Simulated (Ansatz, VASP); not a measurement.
## B: VASP beside Ansatz

```xyz
2
Lattice="1.8489 0.0000 0.0000 -0.9244 1.6012 0.0000 0.0000 0.0000 4.3526" Properties=species:S:1:pos:R:3 pbc="T T T"
B     0.0000    1.0674    1.0881
B     0.9244    0.5337    3.2644
```

Alike in both runs: functional PBEsol; k mesh 9 × 9 × 6; occupations gaussian, width 0.1 eV; no spin polarisation.

Ansatz relaxed the structure, and its values are those at the end. VASP's run is a single point on that final structure, the one shown.

```csv
,VASP,Ansatz
version,VASP 6.6.1,Ansatz 0.2.0
potentials or method,"VASP PAW PBE potentials, release 64 (B), cutoff 500 eV","scalar-relativistic, plane waves, PAW"
valence electrons in the cell,6,6
```

|  | VASP | Ansatz | Ansatz less VASP |
| --- | --- | --- | --- |
| gap on the k mesh at the Fermi level (eV) | none | none | - |
| pressure (GPa) | 0.2 | 0.0 | -0.22 |

VASP's potentials were made for PBE, not for PBEsol. A gap of «none» marks a metal or a gap that the smearing closes.

The k mesh is coarse, so the values compare programs but aren't converged.
